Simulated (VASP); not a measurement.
# Ta (P6_3/mmc) in VASP: a series of runs, part 2 of 2

VASP 6.6.1. The steps go on from the part before.

## 3. Single point, LDA, collinear spin, ferromagnetic start

INCAR reads:

```
  PREC = Accurate
  ENCUT = 520
  EDIFF = 1E-6
  ISMEAR = -1
  SIGMA = 0.05
  LREAL = False
  LASPH = True
  NELM = 150
  ALGO = Normal
  ISIF = 2
  LWAVE = False
  LCHARG = False
  ISPIN = 2
  MAGMOM = 0.05 0.05
  LORBIT = 11
  NUPDOWN = 0.1
  LMAXMIX = 4
  GGA = CA
  NBANDS = 22
```

KPOINTS reads:

```
regular mesh
0
Gamma
  11 11 6
```

POSCAR reads:

```
Ta
1.0
    2.9003720726      0.0000000000      0.0000000000
   -1.4501860363      2.5117958953      0.0000000000
    0.0000000000      0.0000000000      5.1662740000
Ta
2
Direct
    0.6666666667      0.3333333333      0.7500000000
    0.3333333333      0.6666666667      0.2500000000
```

Potentials or basis: VASP PAW LDA potentials, release 64 (Ta_pv).

Started as:

```
cat potpaw_LDA.64/Ta_pv/POTCAR > POTCAR
mpirun -np 1 vasp_std > vasp.out
```

OUTCAR:

```text
PREC = Accurate
   ENCUT = 520
   EDIFF = 1E-6
   ISMEAR = -1
   LREAL = False
   LASPH = True
   NELM = 150
   ISIF = 2
   ISPIN = 2
   LORBIT = 11
   NUPDOWN = 0.1
   GGA = CA

 ion  position               nearest neighbor table
   1  0.667  0.333  0.750-   2 3.08   2 3.08   2 3.08   2 3.08   2 3.08   2 3.08
   2  0.333  0.667  0.250-   1 3.08   1 3.08   1 3.08   1 3.08   1 3.08   1 3.08

  LATTYP: Found a hexagonal cell.
 ALAT       =     2.9003720726
 C/A-ratio  =     1.7812452577

  Lattice vectors:

 A1 = (   2.9003720726,   0.0000000000,   0.0000000000)
 A2 = (  -1.4501860363,   2.5117958953,   0.0000000000)
 A3 = (   0.0000000000,   0.0000000000,   5.1662740000)

Analysis of symmetry for initial positions (statically):
=====================================================================
 Subroutine PRICEL returns:
 Original cell was already a primitive cell.

 Routine SETGRP: Setting up the symmetry group for a
 hexagonal supercell.

[... 800 lines left out ...]
      3     -27.9912      1.00000
      4     -27.9912      1.00000
      5     -27.9078      1.00000
      6     -27.9078      1.00000
[... 589 lines left out ...]
     21      18.6248      0.00000
     22      20.2335      0.00000

 [... further k-points ...]

------------------------ aborting loop because EDIFF is reached ----------------------------------------

  FORCE on cell =-STRESS in cart. coord.  units (eV):
  Direction    XX          YY          ZZ          XY          YZ          ZX
  --------------------------------------------------------------------------------------
  -------------------------------------------------------------------------------------
  Total       -2.7612788     -2.7612788     -2.3378573      0.0000000      0.0000000      0.0000000
  in kB     -117.5453210   -117.5453210    -99.5206235      0.0000000      0.0000000      0.0000000
  external PRESSURE =    -111.5370885 kB  Pullay stress =       0.0000000 kB

 VOLUME and BASIS-vectors are now :
 -----------------------------------------------------------------------------
  energy-cutoff  :      520.00
  volume of cell :       37.64
      direct lattice vectors                 reciprocal lattice vectors
     2.900372073  0.000000000  0.000000000     0.344783350  0.199060760  0.000000000
    -1.450186036  2.511795895  0.000000000     0.000000000  0.398121520  0.000000000
     0.000000000  0.000000000  5.166274000     0.000000000  0.000000000  0.193563098

 POSITION                                       TOTAL-FORCE (eV/Angst)
 -----------------------------------------------------------------------------------
      1.45019      0.83727      3.87471         0.000000      0.000000      0.000000
     -0.00000      1.67453      1.29157        -0.000000      0.000000      0.000000
 -----------------------------------------------------------------------------------
    total drift:                               -0.000000      0.000000     -0.000000

  FREE ENERGIE OF THE ION-ELECTRON SYSTEM (eV)
  ---------------------------------------------------
  free  energy   TOTEN  =       -24.9847816253 eV

  energy  without entropy=      -24.9680646339  energy(sigma->0) =      -24.97642313

 total charge

# of ion       s       p       d       tot
------------------------------------------
    1        0.375   6.152   2.362   8.889
    2        0.375   6.152   2.362   8.889
--------------------------------------------------
tot          0.751  12.303   4.725  17.779

 magnetization (x)

# of ion       s       p       d       tot
------------------------------------------
    1        0.001   0.003   0.030   0.034
    2        0.001   0.003   0.030   0.034
--------------------------------------------------
tot          0.001   0.006   0.060   0.068
```

It took 3 min on 1 thread of AMD EPYC 7R13, shared host; peak memory 0.17 GiB.

What came out:

- Free energy: -24.9848 eV
- Pressure: -11.2 GPa
- Net moment: 0.10 μB per cell
- Site moments: Ta +0.03 μB
- Valence electrons inside the program's atomic spheres: Ta 8.89

Stress tensor (GPa, compression positive):
```
-11.75   0.00   0.00
  0.00 -11.75   0.00
  0.00   0.00  -9.95
```

Caveat: the total moment is fixed, so each spin has its own Fermi level.

## 4. Single point, LDA, collinear spin, ferromagnetic start

INCAR reads:

```
SYSTEM = Ta
PREC = Accurate
ENCUT = 520
EDIFF = 1E-7
ISMEAR = -1
SIGMA = 0.05
LREAL = .FALSE.
LASPH = .TRUE.
NELM = 150
ALGO = Normal
ISIF = 2
LWAVE = .FALSE.
LCHARG = .TRUE.
ISPIN = 2
MAGMOM = 0.15 0.15
LORBIT = 11
NUPDOWN = 0.3
LMAXMIX = 4
GGA = CA
LELF = .TRUE.
LVHAR = .TRUE.
NBANDS = 22
```

KPOINTS reads:

```
Automatic mesh
0
G
  11 11 6
  0 0 0
```

POSCAR is that of step 3.

Potentials or basis: VASP PAW LDA potentials, release 64 (Ta_pv).

Started as:

```
cat potpaw_LDA.64/Ta_pv/POTCAR > POTCAR
mpirun -np 1 vasp_std > vasp.out
```

OUTCAR:

```text
SYSTEM = Ta
   PREC = Accurate
   ENCUT = 520
   EDIFF = 1E-7
   ISMEAR = -1
   LREAL = .FALSE.
   LASPH = .TRUE.
   NELM = 150
   ISIF = 2
   ISPIN = 2
   LORBIT = 11
   NUPDOWN = 0.3
   GGA = CA

 ion  position               nearest neighbor table
   1  0.667  0.333  0.750-   2 3.08   2 3.08   2 3.08   2 3.08   2 3.08   2 3.08
   2  0.333  0.667  0.250-   1 3.08   1 3.08   1 3.08   1 3.08   1 3.08   1 3.08

  LATTYP: Found a hexagonal cell.
 ALAT       =     2.9003720726
 C/A-ratio  =     1.7812452577

  Lattice vectors:

 A1 = (   2.9003720726,   0.0000000000,   0.0000000000)
 A2 = (  -1.4501860363,   2.5117958953,   0.0000000000)
[... 1417 lines left out ...]

 VOLUME and BASIS-vectors are now :
 -----------------------------------------------------------------------------
  energy-cutoff  :      520.00
  volume of cell :       37.64
      direct lattice vectors                 reciprocal lattice vectors
     2.900372073  0.000000000  0.000000000     0.344783350  0.199060760  0.000000000
    -1.450186036  2.511795895  0.000000000     0.000000000  0.398121520  0.000000000
     0.000000000  0.000000000  5.166274000     0.000000000  0.000000000  0.193563098

 POSITION                                       TOTAL-FORCE (eV/Angst)
 -----------------------------------------------------------------------------------
      1.45019      0.83727      3.87471        -0.000000      0.000000      0.000000
     -0.00000      1.67453      1.29157         0.000000     -0.000000      0.000000
 -----------------------------------------------------------------------------------
    total drift:                               -0.000000      0.000000     -0.000000

  FREE ENERGIE OF THE ION-ELECTRON SYSTEM (eV)
  ---------------------------------------------------
  free  energy   TOTEN  =       -24.9698404512 eV

  energy  without entropy=      -24.9488895928  energy(sigma->0) =      -24.95936502

 total charge

# of ion       s       p       d       tot
------------------------------------------
    1        0.375   6.152   2.362   8.889
    2        0.375   6.152   2.362   8.889
--------------------------------------------------
tot          0.750  12.304   4.724  17.779

 magnetization (x)

# of ion       s       p       d       tot
------------------------------------------
    1        0.002   0.010   0.088   0.100
    2        0.002   0.010   0.088   0.100
--------------------------------------------------
tot          0.004   0.020   0.176   0.200
```

OSZICAR:

```text
N       E                     dE             d eps       ncg     rms          rms(c)
DAV:   1     0.183444233787E+03    0.18344E+03   -0.11746E+04  5648   0.100E+03
DAV:   2    -0.205868857041E+02   -0.20403E+03   -0.19806E+03  6420   0.318E+02
DAV:   3    -0.259617954993E+02   -0.53749E+01   -0.53248E+01  6910   0.493E+01
DAV:   4    -0.259909637825E+02   -0.29168E-01   -0.29154E-01  6492   0.391E+00
DAV:   5    -0.259911763365E+02   -0.21255E-03   -0.21249E-03  6796   0.323E-01    0.175E+01
DAV:   6    -0.252103216254E+02    0.78085E+00   -0.65246E-01  6890   0.620E+00    0.823E+00
DAV:   7    -0.249730216923E+02    0.23730E+00   -0.60095E-01  6736   0.527E+00    0.546E-01
DAV:   8    -0.249716005143E+02    0.14212E-02   -0.19552E-02  6602   0.642E-01    0.317E-01
DAV:   9    -0.249699263944E+02    0.16741E-02   -0.15391E-03  6670   0.327E-01    0.966E-02
DAV:  10    -0.249698511263E+02    0.75268E-04   -0.66730E-05  6680   0.545E-02    0.328E-02
DAV:  11    -0.249698449366E+02    0.61897E-05   -0.15085E-05  6660   0.263E-02    0.230E-02
DAV:  12    -0.249698406256E+02    0.43110E-05   -0.27125E-06  6810   0.113E-02    0.108E-02
DAV:  13    -0.249698404809E+02    0.14463E-06   -0.22740E-07  5708   0.329E-03    0.187E-03
DAV:  14    -0.249698404512E+02    0.29700E-07   -0.49263E-08  3794   0.162E-03
   1 F= -.24969840E+02 E0= -.24959365E+02  d E =-.209509E-01  mag=     0.3000
```

Wall time 3.3 min (1 thread of AMD EPYC 7R13, shared host); peak memory 0.17 GiB.

Results:

```yaml
Free_energy: -24.9698 eV
Pressure: -11.0 GPa
Net_moment: 0.30 μB per cell
Site_moments: Ta +0.10 μB
Valence_electrons_inside_the_program's_atomic_spheres: Ta 8.89
```

Caveat: the total moment is fixed, so each spin has its own Fermi level.
